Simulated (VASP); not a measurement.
# Sb (Fd-3m) in VASP: further runs

The runs below take Sb through single point, with r2SCAN.

Program: VASP 6.6.1. These are calculated values, not measurements. Logs are shortened: lines on timing, memory, paths and dates and some standing lists are left out, and cuts for length are marked.

**1. The cell of the first run**

Symmetry: Fd-3m, No. 227, cubic system. The conventional cell has a = 6.891 Å, b = 6.891 Å, c = 6.891 Å, α = 90.00°, β = 90.00°, γ = 90.00°. Sb (site symmetry -43m) has 4 Sb at 2.98 Å within 3.9 Å.

**2. Single point, r2SCAN**

Input file POSCAR:

```
Sb
1.0
    0.0000000000      3.4457231122      3.4457231122
    3.4457231122      0.0000000000      3.4457231122
    3.4457231122      3.4457231122      0.0000000000
Sb
2
Direct
    0.0000000000      0.0000000000      0.0000000000
    0.2500000000      0.2500000000      0.2500000000
```

Input file INCAR.step1:

```
SYSTEM = Sb
  ALGO = Normal
  EDIFF = 1E-4
  ENCUT = 520
  GGA = PE
  ISMEAR = 0
  LASPH = .TRUE.
  LCHARG = .FALSE.
  LREAL = .FALSE.
  LWAVE = .TRUE.
  NBANDS = 12
  NELM = 60
  PREC = Accurate
  SIGMA = 0.05
```

Input file INCAR.step2:

```
SYSTEM = Sb
  ALGO = Normal
  EDIFF = 1E-7
  ENCUT = 520
  ISIF = 2
  ISMEAR = 0
  ISTART = 1
  LASPH = .TRUE.
  LCHARG = .FALSE.
  LMIXTAU = .TRUE.
  LREAL = .FALSE.
  LWAVE = .FALSE.
  METAGGA = R2SCAN
  NBANDS = 12
  NELM = 60
  PREC = Accurate
  SIGMA = 0.05
```

Input file KPOINTS:

```
k-points
0
G
  5 5 5
  0 0 0
```

Potentials or basis: VASP PAW PBE potentials, release 64 (Sb).

Launch:

```
cat potpaw_PBE.64/Sb/POTCAR > POTCAR
cp INCAR.step1 INCAR
mpirun -np 1 vasp_std > vasp.out
cp INCAR.step2 INCAR
mpirun -np 1 vasp_std > vasp.out
```

OUTCAR:

```text
SYSTEM = Sb
   EDIFF = 1E-7
   ENCUT = 520
   ISIF = 2
   ISMEAR = 0
   ISTART = 1
   LASPH = .TRUE.
   LREAL = .FALSE.
   METAGGA = R2SCAN
   NELM = 60
   PREC = Accurate

 ion  position               nearest neighbor table
   1  0.000  0.000  0.000-   2 2.98   2 2.98   2 2.98   2 2.98
   2  0.250  0.250  0.250-   1 2.98   1 2.98   1 2.98   1 2.98

  LATTYP: Found a face centered cubic cell.
 ALAT       =     6.8914462244

  Lattice vectors:

 A1 = (   0.0000000000,   3.4457231122,   3.4457231122)
 A2 = (   3.4457231122,   0.0000000000,   3.4457231122)
 A3 = (   3.4457231122,   3.4457231122,   0.0000000000)

Analysis of symmetry for initial positions (statically):
=====================================================================
 Subroutine PRICEL returns:
 Original cell was already a primitive cell.

 Routine SETGRP: Setting up the symmetry group for a
 face centered cubic supercell.

 Subroutine GETGRP returns: Found 48 space group operations
 (whereof 24 operations were pure point group operations)
 out of a pool of 48 trial point group operations.

The static configuration has the point symmetry T_d .
 The point group associated with its full space group is O_h .

Analysis of symmetry for dynamics (positions and initial velocities):
=====================================================================
 Subroutine PRICEL returns:
 Original cell was already a primitive cell.

 Routine SETGRP: Setting up the symmetry group for a
 face centered cubic supercell.

 Subroutine GETGRP returns: Found 48 space group operations
 (whereof 24 operations were pure point group operations)
 out of a pool of 48 trial point group operations.

The dynamic configuration has the point symmetry T_d .
 The point group associated with its full space group is O_h .

 Subroutine INISYM returns: Found 48 space group operations
 (whereof 24 operations are pure point group operations),
 and found     1 'primitive' translations

----------------------------------------------------------------------------------------

                                     Primitive cell

  volume of cell :      81.8222

  direct lattice vectors                    reciprocal lattice vectors
     0.000000000  3.445723112  3.445723112    -0.145107423  0.145107423  0.145107423
     3.445723112  0.000000000  3.445723112     0.145107423 -0.145107423  0.145107423
     3.445723112  3.445723112  0.000000000     0.145107423  0.145107423 -0.145107423

  length of vectors
     4.872988357  4.872988357  4.872988357     0.251333429  0.251333429  0.251333429

  position of ions in fractional coordinates (direct lattice)
     0.000000000  0.000000000  0.000000000
     0.250000000  0.250000000  0.250000000

  ion indices of the primitive-cell ions
   primitive index   ion index
                 1           1
                 2           2

----------------------------------------------------------------------------------------

 KPOINTS: k-points

Automatic generation of k-mesh.
 Grid dimensions read from file:
 generate k-points for:    5    5    5

 Generating k-lattice:

  Cartesian coordinates                     Fractional coordinates (reciprocal lattice)
    -0.029021485  0.029021485  0.029021485     0.200000000  0.000000000  0.000000000
     0.029021485 -0.029021485  0.029021485     0.000000000  0.200000000  0.000000000
     0.029021485  0.029021485 -0.029021485     0.000000000  0.000000000  0.200000000

  Length of vectors
     0.050266686  0.050266686  0.050266686

  Shift w.r.t. Gamma in fractional coordinates (k-lattice)
     0.000000000  0.000000000  0.000000000

 Subroutine IBZKPT returns following result:
 ===========================================

 Found     10 irreducible k-points:

 Following reciprocal coordinates:
            Coordinates               Weight
  0.000000  0.000000  0.000000      1.000000
  0.200000  0.000000  0.000000      8.000000
  0.400000  0.000000  0.000000      8.000000
  0.200000  0.200000  0.000000      6.000000
  0.400000  0.200000  0.000000     24.000000
 -0.400000  0.200000  0.000000     24.000000
 -0.200000  0.200000  0.000000     12.000000
  0.400000  0.400000  0.000000      6.000000
 -0.400000  0.400000  0.000000     12.000000
 -0.400000  0.400000  0.200000     24.000000
   k-points           NKPTS =     10   k-points in BZ     NKDIM =     10   number of bands    NBANDS=     12
   number of dos      NEDOS =    301   number of ions     NIONS =      2
   total plane-waves  NPLWV =  46656
   dimension x,y,z NGX =    36 NGY =   36 NGZ =   36
   dimension x,y,z NGXF=    72 NGYF=   72 NGZF=   72
   ions per type =               2
   NGX,Y,Z   is equivalent  to a cutoff of  12.28, 12.28, 12.28 a.u.
   NGXF,Y,Z  is equivalent  to a cutoff of  24.56, 24.56, 24.56 a.u.
 SYSTEM =  Sb
   PREC   = accura    normal or accurate (medium, high low for compatibility)
   ISTART =      1    job   : 0-new  1-cont  2-samecut
   ICHARG =      0    charge: 1-file 2-atom 10-const
   ISPIN  =      1    spin polarized calculation?
   LNONCOLLINEAR =      F non collinear calculations
   LSORBIT =      F    spin-orbit coupling
   LASPH  =      T    aspherical Exc in radial PAW
   ENCUT  =  520.0 eV  38.22 Ry    6.18 a.u.   9.06  9.06  9.06*2*pi/ulx,y,z
   NELM   =     60;   NELMIN=  2; NELMDL=  0     # of ELM steps
   EDIFF  = 0.1E-06   stopping-criterion for ELM
   LREAL  =      F    real-space projection
   EDIFFG = 0.1E-05   stopping-criterion for IOM
   NSW    =      0    number of steps for IOM
   IBRION =     -1    ionic relax: 0-MD 1-quasi-New 2-CG
   NFREE  =      0    steps in history (QN), initial steepest desc. (CG)
   ISIF   =      2    stress and relaxation
   ISYM   =      2    0-nonsym 1-usesym 2-fastsym
   POTIM  = 0.5000    time-step for ionic-motion
   TEBEG  =    0.0;   TEEND  =   0.0 temperature during run
   PSTRESS=    0.0 pullay stress
   NELECT =      10.0000    total number of electrons
   NUPDOWN=      -1.0000    fix difference up-down
   EMIN   =  10.00;   EMAX   =-10.00  energy-range for DOS
   EFERMI =   0.00;   METHOD = LEGACY
   ISMEAR =     0;   SIGMA  =   0.05  broadening in eV -4-tet -1-fermi 0-gaus
   EFERMI_NEDOS =   21; number of points for ismear=-14 and -15
   IALGO  =     38    algorithm
   IMIX   =      4    mixing-type and parameters
     AMIX     =   0.40;   BMIX     =  1.00
     AMIX_MAG =   1.60;   BMIX_MAG =  1.00
  volume/ion in A,a.u.               =      40.91       276.08
  Fermi-wavevector in a.u.,A,eV,Ry     =   0.812427  1.535265  8.980362  0.660038
  Thomas-Fermi vector in A             =   1.921968
   LORBIT       =      0    0 simple, 1 ext, 2 COOP (PROOUT), +10 PAW based schemes
   METAGGA = R2SCAN    functional components
   LHFCALC =     F    Hartree Fock is set to
   AEXX    =    0.0000 exact exchange contribution
   IVDW    =     0    specifies the selected vdW correction
   LEPSILON=     F    determine dielectric tensor
   LRPA    =     F    only Hartree local field effects (RPA)
 non-spin polarized calculation
 Gauss-broadening in eV      SIGMA  =   0.05
  energy-cutoff  :      520.00
  volume of cell :       81.82
 maximum number of plane-waves:      2229
   NGX = 19   NGY = 19   NGZ = 19

 number of electron       9.9999999 magnetization

 Free energy of the ion-electron system (eV)
  ---------------------------------------------------
  ext. energy  EPLUGINS =         0.00000000
  ---------------------------------------------------
  free energy    TOTEN  =       -50.65433063 eV

  energy without entropy =      -50.64891441  energy(sigma->0) =      -50.65162252

 E-fermi :   4.4237     XC(G=0):  -8.4661

 val. band max:        4.0475517961   @ k =   0.2000   0.2000   0.0000
 cond. band min:       4.4237083836   @ k =  -0.4000   0.4000   0.2000
 fundamental gap:      0.3761565875
 Fermi energy:         4.4237083836

 k-point     1 :       0.0000    0.0000    0.0000
  band No.  band energies     occupation
      1      -8.0890      2.00000
      2      -1.0433      2.00000
      3       2.1641      2.00000
      4       2.1641      2.00000
      5       2.1641      2.00000
      6       4.6561      0.00000
      7       4.6561      0.00000
      8       4.6561      0.00000
      9       8.4628      0.00000
     10      10.8565      0.00000
     11      10.8565      0.00000
     12      12.1365      0.00000

 k-point     2 :       0.2000    0.0000    0.0000
  band No.  band energies     occupation
      1      -7.7924      2.00000
      2      -2.2807      2.00000
      3       1.7898      2.00000
      4       1.7898      2.00000
      5       2.2224      2.00000
      6       5.2059      0.00000
      7       5.2059      0.00000
      8       5.6107      0.00000
      9       9.5477      0.00000
     10      10.2053      0.00000
     11      10.2053      0.00000
     12      11.5319      0.00000

 k-point     3 :       0.4000    0.0000    0.0000
  band No.  band energies     occupation
      1      -7.0909      2.00000
      2      -3.9698      2.00000
      3       1.3719      2.00000
      4       1.3719      2.00000
      5       1.9266      2.00000
      6       5.7444      0.00000
      7       5.7444      0.00000
      8       7.9469      0.00000
      9       9.8492      0.00000
     10      10.9295      0.00000
     11      10.9295      0.00000
     12      11.7743      0.00000
[... 76 lines left out ...]
 k-point     9 :      -0.4000    0.4000    0.0000
  band No.  band energies     occupation
      1      -5.9159      2.00000
      2      -5.4152      2.00000
      3      -0.0440      2.00000
      4       0.5545      2.00000
      5       3.7192      2.00000
      6       4.9515      0.00000
      7       7.8104      0.00000
      8       8.0154      0.00000
      9       9.5633      0.00000
     10      11.4547      0.00000
     11      11.8466      0.00000
     12      14.3009      0.00000

 k-point    10 :      -0.4000    0.4000    0.2000
  band No.  band energies     occupation
      1      -6.3338      2.00000
      2      -4.9262      2.00000
      3      -0.0147      2.00000
      4       0.4906      2.00000
      5       4.4237      1.00000
      6       5.1100      0.00000
      7       6.7090      0.00000
      8       7.5840      0.00000
      9       9.8995      0.00000
     10      10.6507      0.00000
     11      12.4579      0.00000
     12      13.5509      0.00000

------------------------ aborting loop because EDIFF is reached ----------------------------------------

  FORCE on cell =-STRESS in cart. coord.  units (eV):
  Direction    XX          YY          ZZ          XY          YZ          ZX
  --------------------------------------------------------------------------------------
  -------------------------------------------------------------------------------------
  Total        0.3105057      0.3105057      0.3105057      0.0000000     -0.0000000      0.0000000
  in kB        6.0800771      6.0800771      6.0800771      0.0000000     -0.0000000      0.0000000
  external PRESSURE =       6.0800771 kB  Pullay stress =       0.0000000 kB

 VOLUME and BASIS-vectors are now :
 -----------------------------------------------------------------------------
  energy-cutoff  :      520.00
  volume of cell :       81.82
      direct lattice vectors                 reciprocal lattice vectors
     0.000000000  3.445723112  3.445723112    -0.145107423  0.145107423  0.145107423
     3.445723112  0.000000000  3.445723112     0.145107423 -0.145107423  0.145107423
     3.445723112  3.445723112  0.000000000     0.145107423  0.145107423 -0.145107423

 POSITION                                       TOTAL-FORCE (eV/Angst)
 -----------------------------------------------------------------------------------
      0.00000      0.00000      0.00000         0.000000     -0.000000     -0.000000
      1.72286      1.72286      1.72286        -0.000000      0.000000      0.000000
 -----------------------------------------------------------------------------------
    total drift:                                0.000000      0.000000     -0.000000

  FREE ENERGIE OF THE ION-ELECTRON SYSTEM (eV)
  ---------------------------------------------------
  free  energy   TOTEN  =       -50.6543306334 eV

  energy  without entropy=      -50.6489144134  energy(sigma->0) =      -50.65162252
```

It took 80 s on 1 thread of AMD EPYC 7R13, shared host; peak memory 0.18 GiB.

Results:

| Quantity | Value |
| --- | --- |
| Free energy | -50.6543 eV |
| Pressure | 0.6 GPa |
| Band gap on the k mesh | zero (band 5 reaches 4.42 eV, above the bottom of band 6 at 3.88 eV) |

Levels at points of the mesh, in eV from the Fermi level:
```tsv
k point	band 1	band 2	band 3	band 4	band 5	band 6	band 7	band 8	band 9	band 10
(0.00, 0.00, 0.00)	-12.51	-5.47	-2.26	-2.26	-2.26	0.23	0.23	0.23	4.04	6.43
```

Caveat: the PAW data sets were made with another functional, which shifts forces and pressure a little; spin-orbit coupling is left out, which moves the levels of the heavy elements.

**3. Single point, r2SCAN**

This run uses another cell than the first one, of 41.53 Å³/atom, 1.015 times its volume.

Input file POSCAR:

```
Sb
1.0
    0.0000000000      3.4631260494      3.4631260494
    3.4631260494      0.0000000000      3.4631260494
    3.4631260494      3.4631260494      0.0000000000
Sb
2
Direct
    0.0000000000      0.0000000000      0.0000000000
    0.2500000000      0.2500000000      0.2500000000
```

Input file INCAR.step1:

```
  PREC = Accurate
  ENCUT = 520
  ISMEAR = 0
  SIGMA = 0.05
  LREAL = False
  LASPH = True
  NELM = 80
  NBANDS = 12
  GGA = PE
  ALGO = Normal
  EDIFF = 1E-4
  LWAVE = True
  LCHARG = False
```

Input file INCAR.step2:

```
  PREC = Accurate
  ENCUT = 520
  EDIFF = 1E-6
  ISMEAR = 0
  SIGMA = 0.05
  LREAL = False
  LASPH = True
  NELM = 80
  ALGO = Normal
  ISIF = 2
  LWAVE = False
  LCHARG = False
  METAGGA = R2SCAN
  LMIXTAU = True
  NBANDS = 12
  ISTART = 1
```

Input file KPOINTS:

```
Automatic mesh
0
Gamma
  5 5 5
```

Potentials or basis: VASP PAW PBE potentials, release 64 (Sb).

Launch:

```
cat potpaw_PBE.64/Sb/POTCAR > POTCAR
cp INCAR.step1 INCAR
mpirun -np 1 vasp_std > vasp.out
cp INCAR.step2 INCAR
mpirun -np 1 vasp_std > vasp.out
```

OUTCAR:

```text
PREC = Accurate
   ENCUT = 520
   EDIFF = 1E-6
   ISMEAR = 0
   LREAL = False
   LASPH = True
   NELM = 80
   ISIF = 2
   METAGGA = R2SCAN
   ISTART = 1

 ion  position               nearest neighbor table
   1  0.000  0.000  0.000-   2 3.00   2 3.00   2 3.00   2 3.00
   2  0.250  0.250  0.250-   1 3.00   1 3.00   1 3.00   1 3.00

  LATTYP: Found a face centered cubic cell.
 ALAT       =     6.9262520988

  Lattice vectors:

 A1 = (   0.0000000000,   3.4631260494,   3.4631260494)
 A2 = (   3.4631260494,   0.0000000000,   3.4631260494)
 A3 = (   3.4631260494,   3.4631260494,   0.0000000000)

Analysis of symmetry for initial positions (statically):
=====================================================================
 Subroutine PRICEL returns:
 Original cell was already a primitive cell.

 Routine SETGRP: Setting up the symmetry group for a
 face centered cubic supercell.

 Subroutine GETGRP returns: Found 48 space group operations
 (whereof 24 operations were pure point group operations)
 out of a pool of 48 trial point group operations.

The static configuration has the point symmetry T_d .
[... 160 lines left out ...]
      4       2.0487      2.00000
      5       2.0487      2.00000
      6       4.5246      0.00000
      7       4.5246      0.00000
      8       4.5246      0.00000
      9       8.3148      0.00000
     10      10.7106      0.00000
     11      10.7106      0.00000
     12      11.9890      0.00000
[... 121 lines left out ...]
 k-point    10 :      -0.4000    0.4000    0.2000
  band No.  band energies     occupation
      1      -6.4148      2.00000
      2      -5.0328      2.00000
      3      -0.0862      2.00000
      4       0.4090      2.00000
      5       4.2554      1.00000
      6       4.9567      0.00000
      7       6.5694      0.00000
      8       7.3945      0.00000
      9       9.7363      0.00000
     10      10.4637      0.00000
     11      12.2595      0.00000
     12      13.3651      0.00000

------------------------ aborting loop because EDIFF is reached ----------------------------------------

  FORCE on cell =-STRESS in cart. coord.  units (eV):
  Direction    XX          YY          ZZ          XY          YZ          ZX
  --------------------------------------------------------------------------------------
  -------------------------------------------------------------------------------------
  Total        0.0255021      0.0255021      0.0255021      0.0000000      0.0000000      0.0000000
  in kB        0.4918707      0.4918707      0.4918707      0.0000000      0.0000000      0.0000000
  external PRESSURE =       0.4918707 kB  Pullay stress =       0.0000000 kB

 VOLUME and BASIS-vectors are now :
 -----------------------------------------------------------------------------
  energy-cutoff  :      520.00
  volume of cell :       83.07
      direct lattice vectors                 reciprocal lattice vectors
     0.000000000  3.463126049  3.463126049    -0.144378227  0.144378227  0.144378227
     3.463126049  0.000000000  3.463126049     0.144378227 -0.144378227  0.144378227
     3.463126049  3.463126049  0.000000000     0.144378227  0.144378227 -0.144378227

 POSITION                                       TOTAL-FORCE (eV/Angst)
 -----------------------------------------------------------------------------------
      0.00000      0.00000      0.00000         0.000000      0.000000      0.000000
      1.73156      1.73156      1.73156        -0.000000     -0.000000     -0.000000
 -----------------------------------------------------------------------------------
    total drift:                                0.000000      0.000000      0.000000

  FREE ENERGIE OF THE ION-ELECTRON SYSTEM (eV)
  ---------------------------------------------------
  free  energy   TOTEN  =       -50.6568437903 eV

  energy  without entropy=      -50.6514275703  energy(sigma->0) =      -50.65413568
```

OSZICAR.step1:

```text
N       E                     dE             d eps       ncg     rms          rms(c)
DAV:   1     0.308996511220E+02    0.30900E+02   -0.31325E+03   240   0.601E+02
DAV:   2    -0.582022092587E+01   -0.36720E+02   -0.35641E+02   300   0.998E+01
DAV:   3    -0.767685766698E+01   -0.18566E+01   -0.18491E+01   300   0.242E+01
DAV:   4    -0.769529423627E+01   -0.18437E-01   -0.18436E-01   276   0.286E+00
DAV:   5    -0.769565238927E+01   -0.35815E-03   -0.35815E-03   296   0.432E-01    0.259E+00
DAV:   6    -0.768223548670E+01    0.13417E-01   -0.66233E-03   252   0.427E-01    0.155E+00
DAV:   7    -0.767462903660E+01    0.76065E-02   -0.15896E-02   260   0.649E-01    0.622E-02
DAV:   8    -0.767486063680E+01   -0.23160E-03   -0.64019E-04   256   0.149E-01    0.179E-02
DAV:   9    -0.767489479344E+01   -0.34157E-04   -0.34543E-05   184   0.367E-02
   1 F= -.76748948E+01 E0= -.76721867E+01  d E =-.541622E-02
```

Wall time 65 s (1 thread of AMD EPYC 7R13, shared host); peak memory 0.18 GiB.

Results:

```yaml
Free_energy: -50.6568 eV
Pressure: 0.0 GPa
Band_gap_on_the_k_mesh: zero (band 5 reaches 4.26 eV, above the bottom of band 6 at 3.74 eV)
```

Caveat: the PAW data sets were made with another functional, which shifts forces and pressure a little; spin-orbit coupling is left out, which moves the levels of the heavy elements.

[end of part 1 of 2]
